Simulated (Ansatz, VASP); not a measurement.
## Fe in VASP and in Ansatz

```xyz
1
Lattice="0.0000 1.7654 1.7654 1.7654 0.0000 1.7654 1.7654 1.7654 0.0000" Properties=species:S:1:pos:R:3 pbc="T T T"
Fe    0.0000    0.0000    0.0000
```

Alike in both runs: task single point; functional PBE; k mesh 16 × 16 × 16; no spin polarisation.

|  | VASP | Ansatz |
| --- | --- | --- |
| version | VASP 6.6.1 | Ansatz 0.2.0 |
| potentials or method | VASP PAW PBE potentials, release 64 (Fe), cutoff 600 eV | PAW plane waves |
| occupations | methfessel-paxton of order 1, width 0.0508 eV | cold, width 0.0508 eV |
| valence electrons in the cell | 8 | 16 |

```csv
,VASP,Ansatz,Ansatz less VASP
pressure (GPa),-17.6,-17.3,+0.36
```

VASP's potentials hold 8 valence electrons a cell and Ansatz's 16, so a difference there can come from the potentials and not from the codes.
